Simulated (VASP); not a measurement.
# Ta (P6_3/mmc) in VASP: a series of runs

Ta is run at these levels: PBEsol; tasks: single point, relaxation of cell and atoms.

Program: VASP 6.6.1. These are calculated values, not measurements. Logs are shortened: lines on timing, memory, paths and dates and some standing lists are left out, and cuts for length are marked.

## 1. The cell of the first run

The structure is hexagonal, space group P6_3/mmc (No. 194). The conventional cell has a = 4.559 Å, b = 4.559 Å, c = 4.790 Å, α = 90.00°, β = 90.00°, γ = 120.00°. Ta (site symmetry -6m2) has 5 Ta at 2.39 to 2.63 Å within 3.2 Å. Within 3.5 Å of Ta (site symmetry -6m2) lie 3 Ta at 2.63 Å.

## 2. Single point, PBEsol

The input, INCAR:

```
PREC = Accurate
ENCUT = 520
EDIFF = 1E-6
ISMEAR = 0
SIGMA = 0.1
LREAL = False
LASPH = True
NELM = 60
ALGO = Fast
ISIF = 2
LWAVE = False
LCHARG = True
GGA = PS
LELF = True
LVHAR = True
NBANDS = 30
```

The input, KPOINTS:

```
Automatic mesh
0
Gamma
  6 6 4
```

The input, POSCAR:

```
Ta
1.0
    4.5588920511      0.0000000000      0.0000000000
   -2.2794460255      3.9481163293      0.0000000000
    0.0000000000      0.0000000000      4.7898350738
Ta
4
Direct
    0.0000000000      0.0000000000      0.2500000000
    0.0000000000      0.0000000000      0.7500000000
    0.3333333333      0.6666666667      0.7500000000
    0.6666666667      0.3333333333      0.2500000000
```

Potentials or basis: VASP PAW PBE potentials, release 64 (Ta_pv).

On the command line:

```
> cat potpaw_PBE.64/Ta_pv/POTCAR > POTCAR
> mpirun -np 1 vasp_std > vasp.out
```

OUTCAR:

```text
PREC = Accurate
   ENCUT = 520
   EDIFF = 1E-6
   ISMEAR = 0
   LREAL = False
   LASPH = True
   NELM = 60
   ISIF = 2
   GGA = PS

 ion  position               nearest neighbor table
   1  0.000  0.000  0.250-   2 2.39   2 2.39   4 2.63   4 2.63   4 2.63   3 3.56   3 3.56   3 3.56
                             3 3.56   3 3.56   3 3.56
   2  0.000  0.000  0.750-   1 2.39   1 2.39   3 2.63   3 2.63   3 2.63   4 3.56   4 3.56   4 3.56
                             4 3.56   4 3.56   4 3.56
   3  0.333  0.667  0.750-   2 2.63   2 2.63   2 2.63   4 3.56   4 3.56   1 3.56   1 3.56   4 3.56
                             4 3.56   1 3.56   1 3.56   1 3.56   1 3.56   4 3.56   4 3.56
   4  0.667  0.333  0.250-   1 2.63   1 2.63   1 2.63   3 3.56   3 3.56   2 3.56   2 3.56   3 3.56
                             3 3.56   2 3.56   2 3.56   2 3.56   2 3.56   3 3.56   3 3.56

  LATTYP: Found a hexagonal cell.
 ALAT       =     4.5588920511
 C/A-ratio  =     1.0506577081

  Lattice vectors:

 A1 = (   4.5588920511,   0.0000000000,   0.0000000000)
 A2 = (  -2.2794460255,   3.9481163293,   0.0000000000)
 A3 = (   0.0000000000,   0.0000000000,   4.7898350738)

Analysis of symmetry for initial positions (statically):
=====================================================================
 Subroutine PRICEL returns:
 Original cell was already a primitive cell.

 Routine SETGRP: Setting up the symmetry group for a
 hexagonal supercell.

 Subroutine GETGRP returns: Found 24 space group operations
 (whereof 12 operations were pure point group operations)
 out of a pool of 24 trial point group operations.

The static configuration has the point symmetry D_3d.
 The point group associated with its full space group is D_6h.

Analysis of symmetry for dynamics (positions and initial velocities):
=====================================================================
 Subroutine PRICEL returns:
 Original cell was already a primitive cell.

 Routine SETGRP: Setting up the symmetry group for a
 hexagonal supercell.

 Subroutine GETGRP returns: Found 24 space group operations
 (whereof 12 operations were pure point group operations)
 out of a pool of 24 trial point group operations.

The dynamic configuration has the point symmetry D_3d.
 The point group associated with its full space group is D_6h.

 Subroutine INISYM returns: Found 24 space group operations
 (whereof 12 operations are pure point group operations),
 and found     1 'primitive' translations

----------------------------------------------------------------------------------------

                                     Primitive cell

  volume of cell :      86.2124

  direct lattice vectors                    reciprocal lattice vectors
     4.558892051  0.000000000  0.000000000     0.219351542  0.126642672  0.000000000
    -2.279446025  3.948116329  0.000000000     0.000000000  0.253285343  0.000000000
     0.000000000  0.000000000  4.789835074     0.000000000  0.000000000  0.208775456

  length of vectors
     4.558892051  4.558892051  4.789835074     0.253285343  0.253285343  0.208775456

  position of ions in fractional coordinates (direct lattice)
     0.000000000  0.000000000  0.250000000
     0.000000000  0.000000000  0.750000000
     0.333333333  0.666666667  0.750000000
     0.666666667  0.333333333  0.250000000

  ion indices of the primitive-cell ions
   primitive index   ion index
                 1           1
                 2           2
                 3           3
                 4           4

----------------------------------------------------------------------------------------

 KPOINTS: Automatic mesh

Automatic generation of k-mesh.
 Grid dimensions read from file:
 generate k-points for:    6    6    4

 Generating k-lattice:

  Cartesian coordinates                     Fractional coordinates (reciprocal lattice)
     0.036558590  0.021107112  0.000000000     0.166666667  0.000000000  0.000000000
     0.000000000  0.042214224  0.000000000     0.000000000  0.166666667  0.000000000
     0.000000000  0.000000000  0.052193864     0.000000000  0.000000000  0.250000000

  Length of vectors
     0.042214224  0.042214224  0.052193864

  Shift w.r.t. Gamma in fractional coordinates (k-lattice)
     0.000000000  0.000000000  0.000000000

 Subroutine IBZKPT returns following result:
 ===========================================

 Found     21 irreducible k-points:

 Following reciprocal coordinates:
            Coordinates               Weight
  0.000000  0.000000  0.000000      1.000000
  0.166667  0.000000  0.000000      6.000000
  0.333333  0.000000  0.000000      6.000000
  0.500000  0.000000  0.000000      3.000000
  0.166667  0.166667  0.000000      6.000000
  0.333333  0.166667  0.000000     12.000000
[... 13 lines left out ...]
  0.333333  0.166667  0.500000     12.000000
  0.333333  0.333333  0.500000      2.000000
   k-points           NKPTS =     21   k-points in BZ     NKDIM =     21   number of bands    NBANDS=     30
   number of dos      NEDOS =    301   number of ions     NIONS =      4
   total plane-waves  NPLWV =  46656
   dimension x,y,z NGX =    36 NGY =   36 NGZ =   36
   dimension x,y,z NGXF=    72 NGYF=   72 NGZF=   72
   ions per type =               4
   NGX,Y,Z   is equivalent  to a cutoff of  13.13, 13.13, 12.49 a.u.
   NGXF,Y,Z  is equivalent  to a cutoff of  26.26, 26.26, 24.99 a.u.
 SYSTEM =  unknown system
   PREC   = accura    normal or accurate (medium, high low for compatibility)
   ISTART =      0    job   : 0-new  1-cont  2-samecut
   ICHARG =      2    charge: 1-file 2-atom 10-const
   ISPIN  =      1    spin polarized calculation?
   LNONCOLLINEAR =      F non collinear calculations
   LSORBIT =      F    spin-orbit coupling
   LASPH  =      T    aspherical Exc in radial PAW
   ENCUT  =  520.0 eV  38.22 Ry    6.18 a.u.   8.48  8.48  8.91*2*pi/ulx,y,z
   NELM   =     60;   NELMIN=  2; NELMDL= -5     # of ELM steps
   EDIFF  = 0.1E-05   stopping-criterion for ELM
   LREAL  =      F    real-space projection
   EDIFFG = 0.1E-04   stopping-criterion for IOM
   NSW    =      0    number of steps for IOM
   IBRION =     -1    ionic relax: 0-MD 1-quasi-New 2-CG
   NFREE  =      0    steps in history (QN), initial steepest desc. (CG)
   ISIF   =      2    stress and relaxation
   ISYM   =      2    0-nonsym 1-usesym 2-fastsym
   POTIM  = 0.5000    time-step for ionic-motion
   TEBEG  =    0.0;   TEEND  =   0.0 temperature during run
   PSTRESS=    0.0 pullay stress
   NELECT =      44.0000    total number of electrons
   NUPDOWN=      -1.0000    fix difference up-down
   EMIN   =  10.00;   EMAX   =-10.00  energy-range for DOS
   EFERMI =   0.00;   METHOD = LEGACY
   ISMEAR =     0;   SIGMA  =   0.10  broadening in eV -4-tet -1-fermi 0-gaus
   EFERMI_NEDOS =   21; number of points for ismear=-14 and -15
   IALGO  =     68    algorithm
   IMIX   =      4    mixing-type and parameters
     AMIX     =   0.40;   BMIX     =  1.00
     AMIX_MAG =   1.60;   BMIX_MAG =  1.00
  volume/ion in A,a.u.               =      21.55       145.45
  Fermi-wavevector in a.u.,A,eV,Ry     =   1.308285  2.472301 23.287873  1.711610
  Thomas-Fermi vector in A             =   2.438962
   LORBIT       =      0    0 simple, 1 ext, 2 COOP (PROOUT), +10 PAW based schemes
   GGA     = PS    functional components
   LHFCALC =     F    Hartree Fock is set to
   AEXX    =    0.0000 exact exchange contribution
   IVDW    =     0    specifies the selected vdW correction
   LEPSILON=     F    determine dielectric tensor
   LRPA    =     F    only Hartree local field effects (RPA)
 non-spin polarized calculation
 RMM-DIIS sequential band-by-band and
 Gauss-broadening in eV      SIGMA  =   0.10
  energy-cutoff  :      520.00
  volume of cell :       86.21
 maximum number of plane-waves:      2370
 NGX is ok and might be reduce to    36

 number of electron      43.9999995 magnetization

 Free energy of the ion-electron system (eV)
  ---------------------------------------------------
  ext. energy  EPLUGINS =         0.00000000
  ---------------------------------------------------
  free energy    TOTEN  =       -43.40322924 eV

  energy without entropy =      -43.36550825  energy(sigma->0) =      -43.38436875

 E-fermi :   4.0204     XC(G=0): -11.6051

 val. band max:        4.0104048678   @ k =   0.3333   0.0000   0.0000
 cond. band min:       4.0243011550   @ k =   0.3333   0.1667   0.2500
 fundamental gap:      0.0138962872
 Fermi energy:         4.0204439087

 k-point     1 :       0.0000    0.0000    0.0000
  band No.  band energies     occupation
      1     -31.4055      2.00000
      2     -30.6088      2.00000
      3     -30.6088      2.00000
      4     -30.6065      2.00000
      5     -30.5573      2.00000
      6     -30.5393      2.00000
[... 22 lines left out ...]
     29       6.3384      0.00000
     30       7.2107      0.00000

 k-point     2 :       0.1667    0.0000    0.0000
  band No.  band energies     occupation
      1     -31.3960      2.00000
      2     -30.6485      2.00000
      3     -30.6112      2.00000
      4     -30.5884      2.00000
      5     -30.5625      2.00000
      6     -30.5318      2.00000
[... 22 lines left out ...]
     29       7.2824      0.00000
     30       8.0232      0.00000

 k-point     3 :       0.3333    0.0000    0.0000
  band No.  band energies     occupation
      1     -31.3764      2.00000
      2     -30.7071      2.00000
      3     -30.6190      2.00000
      4     -30.5749      2.00000
      5     -30.5356      2.00000
      6     -30.5071      2.00000
[... 22 lines left out ...]
     29       7.9212      0.00000
     30       8.2353      0.00000

 k-point     4 :       0.5000    0.0000    0.0000
  band No.  band energies     occupation
      1     -31.3663      2.00000
      2     -30.7321      2.00000
      3     -30.6220      2.00000
      4     -30.5823      2.00000
      5     -30.5409      2.00000
      6     -30.4203      2.00000
[... 22 lines left out ...]
     29       8.4074      0.00000
     30       8.6012      0.00000

 k-point     5 :       0.1667    0.1667    0.0000
  band No.  band energies     occupation
      1     -31.3814      2.00000
      2     -30.6767      2.00000
      3     -30.6165      2.00000
      4     -30.6086      2.00000
      5     -30.5723      2.00000
      6     -30.4701      2.00000
[... 22 lines left out ...]
     29       7.4673      0.00000
     30       8.0037      0.00000
[... 427 lines left out ...]
     29       7.5744      0.00000
     30       7.7034      0.00000

 k-point    19 :       0.1667    0.1667    0.5000
  band No.  band energies     occupation
      1     -30.6486      2.00000
      2     -30.6486      2.00000
      3     -30.5872      2.00000
      4     -30.5872      2.00000
      5     -30.4623      2.00000
      6     -30.4623      2.00000
[... 22 lines left out ...]
     29       7.3161      0.00000
     30       7.3190      0.00000

 k-point    20 :       0.3333    0.1667    0.5000
  band No.  band energies     occupation
      1     -30.6810      2.00000
      2     -30.6810      2.00000
      3     -30.5805      2.00000
      4     -30.5805      2.00000
      5     -30.3817      2.00000
      6     -30.3817      2.00000
[... 22 lines left out ...]
     29       7.5530      0.00000
     30       7.5587      0.00000

 k-point    21 :       0.3333    0.3333    0.5000
  band No.  band energies     occupation
      1     -30.7089      2.00000
      2     -30.7089      2.00000
      3     -30.5656      2.00000
      4     -30.5656      2.00000
      5     -30.3395      2.00000
      6     -30.3395      2.00000
[... 22 lines left out ...]
     29       8.0012      0.00000
     30       8.0786      0.00000

------------------------ aborting loop because EDIFF is reached ----------------------------------------

  FORCE on cell =-STRESS in cart. coord.  units (eV):
  Direction    XX          YY          ZZ          XY          YZ          ZX
  --------------------------------------------------------------------------------------
  -------------------------------------------------------------------------------------
  Total        0.2010024      0.2010024      0.3033285      0.0000000     -0.0000000      0.0000000
  in kB        3.7354416      3.7354416      5.6370773      0.0000000     -0.0000000      0.0000000
  external PRESSURE =       4.3693202 kB  Pullay stress =       0.0000000 kB

 VOLUME and BASIS-vectors are now :
 -----------------------------------------------------------------------------
  energy-cutoff  :      520.00
  volume of cell :       86.21
      direct lattice vectors                 reciprocal lattice vectors
     4.558892051  0.000000000  0.000000000     0.219351542  0.126642672  0.000000000
    -2.279446025  3.948116329  0.000000000     0.000000000  0.253285343  0.000000000
     0.000000000  0.000000000  4.789835074     0.000000000  0.000000000  0.208775456

 POSITION                                       TOTAL-FORCE (eV/Angst)
 -----------------------------------------------------------------------------------
      0.00000      0.00000      1.19746        -0.000000      0.000000     -0.000000
      0.00000      0.00000      3.59238         0.000000     -0.000000     -0.000000
     -0.00000      2.63208      3.59238         0.000000      0.000000      0.000000
      2.27945      1.31604      1.19746        -0.000000     -0.000000     -0.000000
 -----------------------------------------------------------------------------------
    total drift:                               -0.000000      0.000000     -0.000000

  FREE ENERGIE OF THE ION-ELECTRON SYSTEM (eV)
  ---------------------------------------------------
  free  energy   TOTEN  =       -43.4032292364 eV

  energy  without entropy=      -43.3655082544  energy(sigma->0) =      -43.38436875
```

Run time: 43 s. Hardware: 1 thread of Intel Xeon Platinum 8559C (Emerald Rapids), shared host; peak memory 0.21 GiB.

What came out:

- Free energy: -43.4032 eV
- Pressure: 0.4 GPa
- Band gap on the k mesh: zero (band 22 reaches 4.43 eV, above the bottom of band 23 at 3.86 eV)

Stress tensor (GPa, compression positive):
```
0.37 0.00 0.00
0.00 0.37 0.00
0.00 0.00 0.56
```

Levels at points of the mesh, in eV from the Fermi level:
| k point | band 19 | band 20 | band 21 | band 22 | band 23 | band 24 | band 25 | band 26 |
| --- | --- | --- | --- | --- | --- | --- | --- | --- |
| (0.00, 0.00, 0.00) | -0.79 | -0.23 | -0.23 | -0.14 | -0.14 | 1.20 | 1.20 | 1.40 |
| (0.50, 0.00, 0.00) | -1.36 | -0.93 | -0.88 | -0.44 | -0.16 | 0.05 | 2.34 | 2.37 |
| (0.00, 0.00, 0.50) | 0.17 | 0.17 | 0.36 | 0.36 | 0.36 | 0.36 | 1.94 | 1.94 |
| (0.50, 0.00, 0.50) | -1.57 | -1.57 | -0.83 | -0.83 | 0.37 | 0.37 | 1.93 | 1.93 |

Caveat: the PAW data sets were made with another functional, which shifts forces and pressure a little; spin-orbit coupling is left out, which moves the levels of the heavy elements.

## 3. Single point, PBEsol

This run uses another cell than the first one: it holds 2 atoms, not 4.

The input, INCAR:

```
PREC = Accurate ; ENCUT = 520
EDIFF = 1E-7 ; ISMEAR = 0
SIGMA = 0.1 ; LREAL = False
LASPH = True ; NELM = 60
ALGO = Fast ; ISIF = 2
LWAVE = False ; LCHARG = False
GGA = PS ; NBANDS = 18
```

The input, KPOINTS:

```
regular mesh
0
Gamma
  6 6 4
```

The input, POSCAR:

```
Ta
1.0
    2.8588294333      0.0000000000      0.0000000000
   -1.4294147166      2.4758189143      0.0000000000
    0.0000000000      0.0000000000      5.0979469950
Ta
2
Direct
    0.3333333333      0.6666666667      0.2500000000
    0.6666666667      0.3333333333      0.7500000000
```

Potentials or basis: VASP PAW PBE potentials, release 64 (Ta_pv).

On the command line:

```
> cat potpaw_PBE.64/Ta_pv/POTCAR > POTCAR
> mpirun -np 1 vasp_std > vasp.out
```

OUTCAR:

```text
PREC = Accurate
   ENCUT = 520
   EDIFF = 1E-7
   ISMEAR = 0
   LREAL = False
   LASPH = True
   NELM = 60
   ISIF = 2
   GGA = PS

 ion  position               nearest neighbor table
   1  0.333  0.667  0.250-   2 3.04   2 3.04   2 3.04   2 3.04   2 3.04   2 3.04
   2  0.667  0.333  0.750-   1 3.04   1 3.04   1 3.04   1 3.04   1 3.04   1 3.04

  LATTYP: Found a hexagonal cell.
 ALAT       =     2.8588294333
 C/A-ratio  =     1.7832288053

  Lattice vectors:

 A1 = (   2.8588294333,   0.0000000000,   0.0000000000)
 A2 = (  -1.4294147166,   2.4758189143,   0.0000000000)
 A3 = (   0.0000000000,   0.0000000000,   5.0979469950)

Analysis of symmetry for initial positions (statically):
=====================================================================
 Subroutine PRICEL returns:
 Original cell was already a primitive cell.

 Routine SETGRP: Setting up the symmetry group for a
 hexagonal supercell.

 Subroutine GETGRP returns: Found 24 space group operations
 (whereof 12 operations were pure point group operations)
 out of a pool of 24 trial point group operations.

[... 158 lines left out ...]
  free energy    TOTEN  =       -24.47726950 eV

  energy without entropy =      -24.46048870  energy(sigma->0) =      -24.46887910

 E-fermi :   5.7210     XC(G=0): -12.7056

 val. band max:        5.6640068469   @ k =   0.3333   0.1667   0.5000
 cond. band min:       5.7211092758   @ k =   0.3333  -0.0000   0.0000
 fundamental gap:      0.0571024289
 Fermi energy:         5.7210158057

 k-point     1 :       0.0000    0.0000    0.0000
  band No.  band energies     occupation
      1     -28.7562      2.00000
      2     -27.8159      2.00000
      3     -27.6832      2.00000
      4     -27.6832      2.00000
      5     -27.5896      2.00000
      6     -27.5896      2.00000
[... 418 lines left out ...]
      5     -27.9672      2.00000
      6     -27.9672      2.00000
[... 10 lines left out ...]
     17      15.5416      0.00000
     18      15.6556      0.00000

------------------------ aborting loop because EDIFF is reached ----------------------------------------

  FORCE on cell =-STRESS in cart. coord.  units (eV):
  Direction    XX          YY          ZZ          XY          YZ          ZX
  --------------------------------------------------------------------------------------
  -------------------------------------------------------------------------------------
  Total        0.0231864      0.0231864     -0.0432317      0.0000000      0.0000000     -0.0000000
  in kB        1.0295336      1.0295336     -1.9195992      0.0000000      0.0000000     -0.0000000
  external PRESSURE =       0.0464894 kB  Pullay stress =       0.0000000 kB

 VOLUME and BASIS-vectors are now :
 -----------------------------------------------------------------------------
  energy-cutoff  :      520.00
  volume of cell :       36.08
      direct lattice vectors                 reciprocal lattice vectors
     2.858829433  0.000000000  0.000000000     0.349793516  0.201953381  0.000000000
    -1.429414717  2.475818914  0.000000000     0.000000000  0.403906762  0.000000000
     0.000000000  0.000000000  5.097946995     0.000000000  0.000000000  0.196157395

 POSITION                                       TOTAL-FORCE (eV/Angst)
 -----------------------------------------------------------------------------------
     -0.00000      1.65055      1.27449         0.000000      0.000000      0.000000
      1.42941      0.82527      3.82346        -0.000000      0.000000      0.000000
 -----------------------------------------------------------------------------------
    total drift:                               -0.000000      0.000000     -0.000000

  FREE ENERGIE OF THE ION-ELECTRON SYSTEM (eV)
  ---------------------------------------------------
  free  energy   TOTEN  =       -24.4772695001 eV

  energy  without entropy=      -24.4604887010  energy(sigma->0) =      -24.46887910
```

Wall time 28 s (1 thread of Intel Xeon Platinum 8259CL at 2.50GHz (Skylake/Cascade Lake), shared host); peak memory 0.15 GiB.

What came out:

- Free energy: -24.4773 eV
- Pressure: 0.0 GPa
- Band gap on the k mesh: zero (band 11 reaches 7.39 eV, above the bottom of band 12 at 4.97 eV)

Stress tensor (GPa, compression positive):
```
 0.10  0.00  0.00
 0.00  0.10  0.00
 0.00  0.00 -0.19
```

Caveat: the k points lie up to 0.42 Å⁻¹ apart; the PAW data sets were made with another functional, which shifts forces and pressure a little; spin-orbit coupling is left out, which moves the levels of the heavy elements.

[end of part 1 of 2]
